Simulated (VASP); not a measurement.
# ZnO5 (P-62m) in VASP: single point with PBE

Aim: the single point of ZnO5 with PBE.

Everything below comes from runs of VASP 6.6.1. Logs are shortened: lines on timing, memory, paths and dates and some standing lists are left out, and cuts for length are marked.

### Step 1. The cell of the first run

The structure is hexagonal, space group P-62m (No. 189). The conventional cell has a = 5.345 Å, b = 5.345 Å, c = 2.858 Å, α = 90.00°, β = 90.00°, γ = 120.00°. Within 2.7 Å of Zn (site symmetry -62m) lie 6 O at 2.05 Å. O (site symmetry m2m) has 2 Zn at 2.05 Å and 6 O at 2.42 to 2.55 Å within 2.7 Å. Within 3.2 Å of O (site symmetry -6) lie 11 O at 2.42 to 3.09 Å and 3 Zn at 3.09 Å.

The cell was built from a structure type or drawn by symmetry, and may not be a known phase.

### Step 2. Single point, PBE, collinear spin, ferromagnetic start

Contents of INCAR:

```
ALGO = Normal
EDIFF = 1E-6
ENCUT = 520
GGA = PE
ISIF = 2
ISMEAR = 0
ISPIN = 2
LASPH = T
LCHARG = F
LORBIT = 11
LREAL = F
LWAVE = F
MAGMOM = 0.18 1.64 1.64 1.64 1.64 1.64
NBANDS = 34
NELM = 150
PREC = Accurate
SIGMA = 0.1
```

Contents of KPOINTS:

```
k-points
0
Gamma
  12 12 14
```

Contents of POSCAR:

```
ZnO5
1.0
    5.3447532005      0.0000000000      0.0000000000
   -2.6723766002      4.6286920486      0.0000000000
    0.0000000000      0.0000000000      2.8576336561
Zn O
1 5
Direct
    0.0000000000      0.0000000000      0.0000000000
    0.2756366990      0.0000000000      0.5000000000
    0.7243633010      0.7243633010      0.5000000000
    0.0000000000      0.2756366990      0.5000000000
    0.3333333333      0.6666666667      0.0000000000
    0.6666666667      0.3333333333      0.0000000000
```

Potentials or basis: VASP PAW PBE potentials, release 64 (Zn, O).

The run is started by

```bash
$ cat potpaw_PBE.64/Zn/POTCAR potpaw_PBE.64/O/POTCAR > POTCAR
$ mpirun -np 1 vasp_std > vasp.out
```

OUTCAR:

```text
EDIFF = 1E-6
   ENCUT = 520
   GGA = PE
   ISIF = 2
   ISMEAR = 0
   ISPIN = 2
   LASPH = T
   LORBIT = 11
   LREAL = F
   NELM = 150
   PREC = Accurate

 ion  position               nearest neighbor table
   1  0.000  0.000  0.000-   4 2.05   4 2.05   2 2.05   2 2.05   3 2.05   3 2.05
   2  0.276  0.000  0.500-   1 2.05   1 2.05
   3  0.724  0.724  0.500-   1 2.05   1 2.05
   4  0.000  0.276  0.500-   1 2.05   1 2.05
   5  0.333  0.667  0.000-
   6  0.667  0.333  0.000-

  LATTYP: Found a hexagonal cell.
 ALAT       =     5.3447532005
 C/A-ratio  =     0.5346614799

  Lattice vectors:

 A1 = (   5.3447532005,   0.0000000000,   0.0000000000)
 A2 = (  -2.6723766002,   4.6286920486,   0.0000000000)
 A3 = (   0.0000000000,   0.0000000000,   2.8576336561)

Analysis of symmetry for initial positions (statically):
=====================================================================
 Subroutine PRICEL returns:
 Original cell was already a primitive cell.

 Routine SETGRP: Setting up the symmetry group for a
 hexagonal supercell.

 Subroutine GETGRP returns: Found 12 space group operations
 (whereof 12 operations were pure point group operations)
 out of a pool of 24 trial point group operations.

The static configuration has the point symmetry D_3h.

Analysis of symmetry for dynamics (positions and initial velocities):
=====================================================================
 Subroutine PRICEL returns:
 Original cell was already a primitive cell.

 Routine SETGRP: Setting up the symmetry group for a
 hexagonal supercell.

 Subroutine GETGRP returns: Found 12 space group operations
 (whereof 12 operations were pure point group operations)
 out of a pool of 24 trial point group operations.

The dynamic configuration has the point symmetry D_3h.

Analysis of structural, dynamic, and magnetic symmetry:
=====================================================================
 Subroutine PRICEL returns:
 Original cell was already a primitive cell.

 Routine SETGRP: Setting up the symmetry group for a
 hexagonal supercell.

 Subroutine GETGRP returns: Found 12 space group operations
 (whereof 12 operations were pure point group operations)
 out of a pool of 24 trial point group operations.

The overall configuration has the point symmetry D_3h.

 Subroutine INISYM returns: Found 12 space group operations
 (whereof 12 operations are pure point group operations),
 and found     1 'primitive' translations

----------------------------------------------------------------------------------------

                                     Primitive cell

  volume of cell :      70.6956

  direct lattice vectors                    reciprocal lattice vectors
     5.344753200  0.000000000  0.000000000     0.187099378  0.108021876  0.000000000
    -2.672376600  4.628692049  0.000000000     0.000000000  0.216043753  0.000000000
     0.000000000  0.000000000  2.857633656     0.000000000  0.000000000  0.349939887

  length of vectors
     5.344753200  5.344753200  2.857633656     0.216043753  0.216043753  0.349939887

  position of ions in fractional coordinates (direct lattice)
     0.000000000  0.000000000  0.000000000
     0.275636699  0.000000000  0.500000000
     0.724363301  0.724363301  0.500000000
     0.000000000  0.275636699  0.500000000
     0.333333333  0.666666667  0.000000000
     0.666666667  0.333333333  0.000000000

  ion indices of the primitive-cell ions
   primitive index   ion index
                 1           1
                 2           2
                 3           3
                 4           4
                 5           5
                 6           6

----------------------------------------------------------------------------------------

 KPOINTS: k-points

Automatic generation of k-mesh.
 Grid dimensions read from file:
[... 23 lines left out ...]
  0.083333  0.000000  0.000000      6.000000
  0.166667  0.000000  0.000000      6.000000
  0.250000  0.000000  0.000000      6.000000
  0.333333  0.000000  0.000000      6.000000
  0.416667  0.000000  0.000000      6.000000
[... 16 lines left out ...]
  0.250000  0.000000  0.071429     12.000000
  0.333333  0.000000  0.071429     12.000000
 [... further k-points ...]
   k-points           NKPTS =    152   k-points in BZ     NKDIM =    152   number of bands    NBANDS=     34
   number of dos      NEDOS =    301   number of ions     NIONS =      6
   total plane-waves  NPLWV =  38400
   dimension x,y,z NGX =    40 NGY =   40 NGZ =   24
   dimension x,y,z NGXF=    80 NGYF=   80 NGZF=   48
   ions per type =               1   5
   NGX,Y,Z   is equivalent  to a cutoff of  12.44, 12.44, 13.96 a.u.
   NGXF,Y,Z  is equivalent  to a cutoff of  24.88, 24.88, 27.92 a.u.
 SYSTEM =  unknown system
   PREC   = accura    normal or accurate (medium, high low for compatibility)
   ISTART =      0    job   : 0-new  1-cont  2-samecut
   ICHARG =      2    charge: 1-file 2-atom 10-const
   ISPIN  =      2    spin polarized calculation?
   LNONCOLLINEAR =      F non collinear calculations
   LSORBIT =      F    spin-orbit coupling
   LASPH  =      T    aspherical Exc in radial PAW
   ENCUT  =  520.0 eV  38.22 Ry    6.18 a.u.   9.94  9.94  5.31*2*pi/ulx,y,z
   NELM   =    150;   NELMIN=  2; NELMDL= -5     # of ELM steps
   EDIFF  = 0.1E-05   stopping-criterion for ELM
   LREAL  =      F    real-space projection
   EDIFFG = 0.1E-04   stopping-criterion for IOM
   NSW    =      0    number of steps for IOM
   IBRION =     -1    ionic relax: 0-MD 1-quasi-New 2-CG
   NFREE  =      0    steps in history (QN), initial steepest desc. (CG)
   ISIF   =      2    stress and relaxation
   ISYM   =      2    0-nonsym 1-usesym 2-fastsym
   POTIM  = 0.5000    time-step for ionic-motion
   TEBEG  =    0.0;   TEEND  =   0.0 temperature during run
   PSTRESS=    0.0 pullay stress
   NELECT =      42.0000    total number of electrons
   NUPDOWN=      -1.0000    fix difference up-down
   EMIN   =  10.00;   EMAX   =-10.00  energy-range for DOS
   EFERMI =   0.00;   METHOD = LEGACY
   ISMEAR =     0;   SIGMA  =   0.10  broadening in eV -4-tet -1-fermi 0-gaus
   EFERMI_NEDOS =   21; number of points for ismear=-14 and -15
   IALGO  =     38    algorithm
   IMIX   =      4    mixing-type and parameters
     AMIX     =   0.40;   BMIX     =  1.00
     AMIX_MAG =   1.60;   BMIX_MAG =  1.00
  volume/ion in A,a.u.               =      11.78        79.51
  Fermi-wavevector in a.u.,A,eV,Ry     =   1.376239  2.600714 25.769882  1.894033
  Thomas-Fermi vector in A             =   2.501502
   LORBIT       =     11    0 simple, 1 ext, 2 COOP (PROOUT), +10 PAW based schemes
   GGA     = PE    functional components
   LHFCALC =     F    Hartree Fock is set to
   AEXX    =    0.0000 exact exchange contribution
   IVDW    =     0    specifies the selected vdW correction
   LEPSILON=     F    determine dielectric tensor
   LRPA    =     F    only Hartree local field effects (RPA)
 spin polarized calculation
 Gauss-broadening in eV      SIGMA  =   0.10
  energy-cutoff  :      520.00
  volume of cell :       70.70
 maximum number of plane-waves:      1925
 NGX is ok and might be reduce to    40
   NGX = 19   NGY = 19   NGZ = 11

 number of electron      42.0000009 magnetization       8.0000038

 Free energy of the ion-electron system (eV)
  ---------------------------------------------------
  ext. energy  EPLUGINS =         0.00000000
  ---------------------------------------------------
  free energy    TOTEN  =       -19.20115572 eV

  energy without entropy =      -19.18941450  energy(sigma->0) =      -19.19528511

 E-fermi :  -0.7148     XC(G=0): -10.1060

 val. band max:       -0.7170141183   @ k =   0.2500   0.0833   0.2143
 cond. band min:      -0.7137794021   @ k =   0.4167   0.0833   0.2857
 fundamental gap:      0.0032347162
 Fermi energy:        -0.7147598964

 spin component 1

 k-point     1 :       0.0000    0.0000    0.0000
  band No.  band energies     occupation
      1     -20.0965      1.00000
      2     -18.6816      1.00000
      3     -18.2128      1.00000
      4     -18.2128      1.00000
      5     -17.9481      1.00000
      6      -7.0204      1.00000
[... 853 lines left out ...]
     32      16.4397      0.00000
     33      16.8926      0.00000

 [... further k-points ...]

 spin component 2

 k-point     1 :       0.0000    0.0000    0.0000
  band No.  band energies     occupation
      1     -17.8683      1.00000
      2     -16.0823      1.00000
      3     -16.0823      1.00000
      4     -15.2727      1.00000
      5     -14.9023      1.00000
      6      -6.5209      1.00000
[... 853 lines left out ...]
     32      16.9267      0.00000
     33      17.5948      0.00000

 [... further k-points ...]

 [bands above 33 left out]

------------------------ aborting loop because EDIFF is reached ----------------------------------------

  FORCE on cell =-STRESS in cart. coord.  units (eV):
  Direction    XX          YY          ZZ          XY          YZ          ZX
  --------------------------------------------------------------------------------------
  -------------------------------------------------------------------------------------
  Total        0.0573289      0.0573289      0.2272773      0.0000000      0.0000000      0.0000000
  in kB        1.2992473      1.2992473      5.1507929      0.0000000      0.0000000      0.0000000
  external PRESSURE =       2.5830959 kB  Pullay stress =       0.0000000 kB

 VOLUME and BASIS-vectors are now :
 -----------------------------------------------------------------------------
  energy-cutoff  :      520.00
  volume of cell :       70.70
      direct lattice vectors                 reciprocal lattice vectors
     5.344753200  0.000000000  0.000000000     0.187099378  0.108021876  0.000000000
    -2.672376600  4.628692049  0.000000000     0.000000000  0.216043753  0.000000000
     0.000000000  0.000000000  2.857633656     0.000000000  0.000000000  0.349939887

 POSITION                                       TOTAL-FORCE (eV/Angst)
 -----------------------------------------------------------------------------------
      0.00000      0.00000      0.00000        -0.000000      0.000000      0.000000
      1.47321      0.00000      1.42882         0.073739      0.000000     -0.000000
      1.93577      3.35285      1.42882        -0.036870     -0.063860      0.000000
     -0.73661      1.27584      1.42882        -0.036870      0.063860      0.000000
     -0.00000      3.08579      0.00000        -0.000000      0.000000      0.000000
      2.67238      1.54290      0.00000        -0.000000      0.000000      0.000000
 -----------------------------------------------------------------------------------
    total drift:                                0.000005      0.000009      0.000000

  FREE ENERGIE OF THE ION-ELECTRON SYSTEM (eV)
  ---------------------------------------------------
  free  energy   TOTEN  =       -19.2011557236 eV

  energy  without entropy=      -19.1894144958  energy(sigma->0) =      -19.19528511

 total charge

# of ion       s       p       d       tot
------------------------------------------
    1        0.447   0.464   9.816  10.727
    2        1.613   3.122   0.000   4.735
    3        1.613   3.122   0.000   4.735
    4        1.613   3.122   0.000   4.735
    5        1.638   2.909   0.000   4.547
    6        1.638   2.909   0.000   4.547
--------------------------------------------------
tot          8.562  15.649   9.816  34.027

 magnetization (x)

# of ion       s       p       d       tot
------------------------------------------
    1       -0.034  -0.004   0.178   0.140
    2        0.019   1.105   0.000   1.124
    3        0.019   1.105   0.000   1.124
    4        0.019   1.105   0.000   1.124
    5        0.019   1.652   0.000   1.671
    6        0.019   1.652   0.000   1.671
--------------------------------------------------
tot          0.061   6.615   0.178   6.853
```

Run time: 14 min. Hardware: 1 thread of Oxide Virtual Turin-like, shared host; peak memory 0.54 GiB.

What came out:

| Item | Value |
| --- | --- |
| Free energy | -19.2012 eV |
| Pressure | 0.3 GPa |
| Largest force | 0.074 eV/Å |
| Band gap on the k mesh | zero (filled and empty bands overlap) |
| Net moment | 8.00 μB per cell |
| Site moments | Zn +0.14; O +1.12, +1.67 (each value once) μB |
| Valence electrons inside the program's atomic spheres | Zn 10.73; O 4.74, 4.55 (each value once) |

Forces in eV/Å, atoms in the order of the input:
```
Zn   0.000  0.000  0.000
O    0.074  0.000  0.000
O   -0.037 -0.064  0.000
O   -0.037  0.064  0.000
O    0.000  0.000  0.000
O    0.000  0.000  0.000
```

Levels at points of the mesh, in eV from the Fermi level:
Spin up:
```tsv
k point	band 23	band 24	band 25	band 26	band 27	band 28
(0.00, 0.00, 0.00)	-0.92	-0.90	-0.90	6.06	10.58	10.58
(0.50, 0.00, 0.00)	-0.74	-0.63	-0.54	6.87	9.78	10.70
(0.00, 0.00, 0.50)	-0.99	-0.99	-0.47	7.91	11.46	11.46
(0.50, 0.00, 0.50)	-1.42	-0.86	-0.42	7.73	11.14	11.37
```
Spin down:
| k point | band 14 | band 15 | band 16 | band 17 | band 18 | band 19 | band 20 | band 21 |
| --- | --- | --- | --- | --- | --- | --- | --- | --- |
| (0.00, 0.00, 0.00) | -0.84 | -0.19 | -0.19 | 0.77 | 0.94 | 0.94 | 1.44 | 1.55 |
| (0.50, 0.00, 0.00) | -1.09 | -0.98 | -0.42 | 0.28 | 0.34 | 0.44 | 0.67 | 1.62 |
| (0.00, 0.00, 0.50) | -2.37 | -1.68 | -0.27 | -0.27 | 0.16 | 0.16 | 0.64 | 1.12 |
| (0.50, 0.00, 0.50) | -1.87 | -1.64 | -1.56 | 0.20 | 0.76 | 0.94 | 0.95 | 0.98 |
